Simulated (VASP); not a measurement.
# ZrSe2 (l.B) in VASP: single point with LDA

Aim: the single point of ZrSe2 (l.B) with LDA.

Program: VASP 6.6.1. These are calculated values, not measurements. Logs are shortened: lines on timing, memory, paths and dates and some standing lists are left out, and cuts for length are marked.

## Step 1: The cell of the first run

The cell holds a sheet with vacuum, 3 atoms: a = 3.709 Å, b = 3.709 Å, c = 30.120 Å, α = 90.00°, β = 90.00°, γ = 120.00°.

## Step 2: Single point, LDA

The input, INCAR:

```
ALGO = Normal
DIPOL = 0.5 0.5 0.285
EDIFF = 1E-6
ENCUT = 400
GGA_COMPAT = False
IDIPOL = 3
ISIF = 2
ISMEAR = 0
LASPH = True
LCHARG = False
LDIPOL = True
LREAL = False
LWAVE = False
NBANDS = 19
NELM = 120
NELMDL = -8
PREC = Accurate
SIGMA = 0.03
```

The input, KPOINTS:

```
k-points
0
Gamma
  12 12 1
```

The input, POSCAR:

```
ZrSe2
1.0
    3.7088210833      0.0000000000      0.0000000000
   -1.8544105416      3.2119332762      0.0000000000
    0.0000000000      0.0000000000     30.1200000017
Se Zr
2 1
Direct
    0.3333333333      0.6666666667      0.2327885700
    0.6666666667      0.3333333333      0.3369325455
    0.0000000000      0.0000000000      0.2848605578
```

Potentials or basis: VASP PAW LDA potentials, release 64 (Se, Zr_sv).

On the command line:

```bash
cat potpaw_LDA.64/Se/POTCAR potpaw_LDA.64/Zr_sv/POTCAR > POTCAR
mpirun -np 1 vasp_std > vasp.out
```

OUTCAR:

```text
EDIFF = 1E-6
   ENCUT = 400
   ISIF = 2
   ISMEAR = 0
   LASPH = True
   LREAL = False
   NELM = 120
   NELMDL = -8
   PREC = Accurate

 ion  position               nearest neighbor table
   1  0.333  0.667  0.233-   3 2.65   3 2.65   3 2.65
   2  0.667  0.333  0.337-   3 2.65   3 2.65   3 2.65
   3  0.000  0.000  0.285-   2 2.65   2 2.65   2 2.65   1 2.65   1 2.65   1 2.65

  LATTYP: Found a hexagonal cell.
 ALAT       =     3.7088210833
 C/A-ratio  =     8.1211790284

  Lattice vectors:

 A1 = (   3.7088210833,   0.0000000000,   0.0000000000)
 A2 = (  -1.8544105416,   3.2119332762,   0.0000000000)
 A3 = (   0.0000000000,   0.0000000000,  30.1200000017)

Analysis of symmetry for initial positions (statically):
=====================================================================
 Subroutine PRICEL returns:
 Original cell was already a primitive cell.

 Routine SETGRP: Setting up the symmetry group for a
 hexagonal supercell.

 Subroutine GETGRP returns: Found 12 space group operations
 (whereof  6 operations were pure point group operations)
 out of a pool of 24 trial point group operations.

The static configuration has the point symmetry C_3v.
 The point group associated with its full space group is D_3d.

Analysis of symmetry for dynamics (positions and initial velocities):
=====================================================================
 Subroutine PRICEL returns:
 Original cell was already a primitive cell.

 Routine SETGRP: Setting up the symmetry group for a
 hexagonal supercell.

 Subroutine GETGRP returns: Found 12 space group operations
 (whereof  6 operations were pure point group operations)
 out of a pool of 24 trial point group operations.

The dynamic configuration has the point symmetry C_3v.
 The point group associated with its full space group is D_3d.

 Subroutine INISYM returns: Found 12 space group operations
 (whereof  6 operations are pure point group operations),
 and found     1 'primitive' translations

----------------------------------------------------------------------------------------

                                     Primitive cell

  volume of cell :     358.8041

  direct lattice vectors                    reciprocal lattice vectors
     3.708821083  0.000000000  0.000000000     0.269627458  0.155669485  0.000000000
    -1.854410542  3.211933276  0.000000000     0.000000000  0.311338971  0.000000000
     0.000000000  0.000000000 30.120000002     0.000000000  0.000000000  0.033200531

  length of vectors
[... 85 lines left out ...]
   ISYM   =      2    0-nonsym 1-usesym 2-fastsym
   POTIM  = 0.5000    time-step for ionic-motion
   TEBEG  =    0.0;   TEEND  =   0.0 temperature during run
   PSTRESS=    0.0 pullay stress
   NELECT =      24.0000    total number of electrons
   NUPDOWN=      -1.0000    fix difference up-down
   EMIN   =  10.00;   EMAX   =-10.00  energy-range for DOS
   EFERMI =   0.00;   METHOD = LEGACY
   ISMEAR =     0;   SIGMA  =   0.03  broadening in eV -4-tet -1-fermi 0-gaus
   EFERMI_NEDOS =   21; number of points for ismear=-14 and -15
   IALGO  =     38    algorithm
   IMIX   =      4    mixing-type and parameters
     AMIX     =   0.40;   BMIX     =  1.00
     AMIX_MAG =   1.60;   BMIX_MAG =  1.00
  volume/ion in A,a.u.               =     119.60       807.11
  Fermi-wavevector in a.u.,A,eV,Ry     =   0.664548  1.255813  6.008653  0.441624
  Thomas-Fermi vector in A             =   1.738269
   LORBIT       =      0    0 simple, 1 ext, 2 COOP (PROOUT), +10 PAW based schemes
   GGA     = CA    functional components
   LHFCALC =     F    Hartree Fock is set to
   AEXX    =    0.0000 exact exchange contribution
   IVDW    =     0    specifies the selected vdW correction
   LEPSILON=     F    determine dielectric tensor
   LRPA    =     F    only Hartree local field effects (RPA)
 non-spin polarized calculation
 Gauss-broadening in eV      SIGMA  =   0.03
  energy-cutoff  :      400.00
  volume of cell :      358.80
 maximum number of plane-waves:      6584
   NGX = 13   NGY = 13   NGZ = 99

 dipolmoment           0.000000      0.000000     -0.000048 electrons x Angstroem

 number of electron      23.9999991 magnetization

 dipolmoment           0.000000      0.000000      0.000004 electrons x Angstroem

 Free energy of the ion-electron system (eV)
  ---------------------------------------------------
  ext. energy  EPLUGINS =         0.00000000
  ---------------------------------------------------
  free energy    TOTEN  =       -21.47568620 eV

  energy without entropy =      -21.47568620  energy(sigma->0) =      -21.47568620

 E-fermi :  -3.4148     XC(G=0):  -2.3928

 val. band max:       -3.5383855292   @ k =   0.0000   0.0000   0.0000
 cond. band min:      -3.2755293723   @ k =   0.5000   0.0000   0.0000
 fundamental gap:      0.2628561569
 Fermi energy:        -3.4147978846

 k-point     1 :       0.0000    0.0000    0.0000
  band No.  band energies     occupation
      1     -52.6014      2.00000
      2     -30.8430      2.00000
      3     -30.7028      2.00000
      4     -30.7028      2.00000
      5     -16.7978      2.00000
      6     -15.8208      2.00000
[... 395 lines left out ...]
      6     -15.6210      2.00000
[... 11 lines left out ...]
     18       3.7373      0.00000
     19       4.4238      0.00000

------------------------ aborting loop because EDIFF is reached ----------------------------------------

 vacuum level on the upper side and lower side of the slab       (xc-potential included)        -0.007        -0.007

  FORCE on cell =-STRESS in cart. coord.  units (eV):
  Direction    XX          YY          ZZ          XY          YZ          ZX
  --------------------------------------------------------------------------------------
  -------------------------------------------------------------------------------------
  Total        0.0742660      0.0742660      0.0797623      0.0000000     -0.0000000     -0.0000000
  in kB        0.3316221      0.3316221      0.3561648      0.0000000     -0.0000000     -0.0000000
  external PRESSURE =       0.3398030 kB  Pullay stress =       0.0000000 kB

 VOLUME and BASIS-vectors are now :
 -----------------------------------------------------------------------------
  energy-cutoff  :      400.00
  volume of cell :      358.80
      direct lattice vectors                 reciprocal lattice vectors
     3.708821083  0.000000000  0.000000000     0.269627458  0.155669485  0.000000000
    -1.854410542  3.211933276  0.000000000     0.000000000  0.311338971  0.000000000
     0.000000000  0.000000000 30.120000002     0.000000000  0.000000000  0.033200531

 POSITION                                       TOTAL-FORCE (eV/Angst)
 -----------------------------------------------------------------------------------
     -0.00000      2.14129      7.01159         0.000000      0.000000     -0.039543
      1.85441      1.07064     10.14841         0.000000     -0.000000      0.039543
      0.00000      0.00000      8.58000        -0.000000     -0.000000     -0.000000
 -----------------------------------------------------------------------------------
    total drift:                                0.000000     -0.000000     -0.000047

  FREE ENERGIE OF THE ION-ELECTRON SYSTEM (eV)
  ---------------------------------------------------
  free  energy   TOTEN  =       -21.4756862046 eV

  energy  without entropy=      -21.4756862046  energy(sigma->0) =      -21.47568620

 vacuum level on the upper side and lower side of the slab         2.119         2.119
```

OSZICAR:

```text
N       E                     dE             d eps       ncg     rms          rms(c)
DAV:   1     0.135099744873E+03    0.13510E+03   -0.90780E+03   962   0.746E+02
DAV:   2    -0.543441116077E+01   -0.14053E+03   -0.13711E+03  1009   0.182E+02
DAV:   3    -0.223778159187E+02   -0.16943E+02   -0.16891E+02  1282   0.561E+01
[... 17 lines left out ...]
DAV:  21    -0.214756700076E+02   -0.23200E-04   -0.99548E-07   734   0.262E-03    0.169E-03
DAV:  22    -0.214756774742E+02   -0.74666E-05   -0.17753E-07   791   0.125E-03    0.670E-04
DAV:  23    -0.214756827465E+02   -0.52723E-05   -0.15330E-07   717   0.109E-03    0.187E-04
DAV:  24    -0.214756856073E+02   -0.28608E-05   -0.73638E-08   740   0.692E-04    0.416E-04
DAV:  25    -0.214756862046E+02   -0.59731E-06   -0.45823E-09   654   0.264E-04
   1 F= -.21475686E+02 E0= -.21475686E+02  d E =-.101722E-10
```

stdout:

```text
POSCAR found type information on POSCAR SeZr
 POSCAR found :  2 types and       3 ions
 scaLAPACK will be used
 LDA part: xc-table for (Slater(with rela. corr.)+CA(PZ))
 , standard interpolation
 POSCAR, INCAR and KPOINTS ok, starting setup
 FFT: planning ... GRIDC
 FFT: planning ... GRID_SOFT
 FFT: planning ... GRID
 WAVECAR not read
 entering main loop
```

Run time: 3.8 min. Hardware: 1 thread of Intel Xeon Platinum 8259CL at 2.50GHz (Skylake/Cascade Lake), shared host; peak memory 0.29 GiB.

What came out:

- Free energy: -21.4757 eV
- Largest force: 0.040 eV/Å
- Band gap on the k mesh: 0.26 eV, indirect (least direct gap 1.00 eV)

Forces on the atoms (eV/Å):
```
Se   0.000  0.000 -0.040
Se   0.000  0.000  0.040
Zr   0.000  0.000  0.000
```
